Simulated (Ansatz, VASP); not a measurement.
## ZnSn2N2 in VASP and in Ansatz

Contents of INCAR:

```
SYSTEM = ZnSn2N2
  PREC = Accurate
  ENCUT = 600
  EDIFF = 1E-6
  ISMEAR = 0
  SIGMA = 0.15
  LREAL = .FALSE.
  LASPH = .TRUE.
  NELM = 100
  ALGO = Normal
  ISIF = 3
  LWAVE = .FALSE.
  LCHARG = .FALSE.
  GGA = PE
  IBRION = 2
  NSW = 36
  EDIFFG = -0.08
```

KPOINTS

```
Automatic mesh
0
G
  4 4 4
  0 0 0
```

POSCAR

```
ZnSn2N2
1.0
    1.7250000000      0.9959292100      8.4333333300
   -1.7250000000      0.9959292100      8.4333333300
    0.0000000000     -1.9918584300      8.4333333300
Zn Sn N
1 2 2
Direct
    0.0000000000      0.0000000000      0.0000000000
    0.7520000000      0.7520000000      0.7520000000
    0.2480000000      0.2480000000      0.2480000000
    0.3790000000      0.3790000000      0.3790000000
    0.6210000000      0.6210000000      0.6210000000
```

Input for Ansatz:

```yaml
crystal:
  lattice:
    - [1.725, 0.99592921, 8.43333333]
    - [-1.725, 0.99592921, 8.43333333]
    - [0.0, -1.99185843, 8.43333333]
  atoms:
    - { symbol: Zn, position: [0.0, 0.0, 0.0] }
    - { symbol: Sn, position: [0.752, 0.752, 0.752] }
    - { symbol: Sn, position: [0.248, 0.248, 0.248] }
    - { symbol: "N", position: [0.379, 0.379, 0.379] }
    - { symbol: "N", position: [0.621, 0.621, 0.621] }
basis:
  ecutwfc: 420
kpoints:
  mp_grid: { grid: [4, 4, 4] }
hamiltonian:
  xc: pbe
scf:
  occupations: { method: gaussian, width: 0.15 }
  lower_state_search: "off"
output:
  forces: true
  stress: true
  eigenvalues: true
relax:
  adjacent_minimum: "off"
  f_tol: 0.08
  max_steps: 16
  cell: { stress_tol: 0.8 }
```

Alike in both runs: task relaxation of cell and atoms; functional PBE; k mesh 4 × 4 × 4; occupations gaussian, width 0.15 eV; no spin polarisation.

|  | VASP | Ansatz |
| --- | --- | --- |
| version | VASP 6.6.1 | Ansatz 0.2.0 |
| potentials or method | VASP PAW PBE potentials, release 64 (Zn, Sn_d, N), cutoff 600 eV | scalar-relativistic, plane waves, PAW |
| valence electrons in the cell | 50 | 50 |

Ansatz gave:

```
gap on the k mesh at the Fermi level, each at its own relaxed structure (eV) : 0.48
relaxed volume (Å³/atom)                                                     : 17.54
relaxed cell length with the largest relative difference (Å)                 : 9.733
```

**Question.** What did VASP give for the same quantities?

**Answer.** gap on the k mesh at the Fermi level, each at its own relaxed structure (eV): 0.47; relaxed volume (Å³/atom): 17.54; relaxed cell length with the largest relative difference (Å): 9.732.

The k mesh is coarse, so the values compare programs but aren't converged.
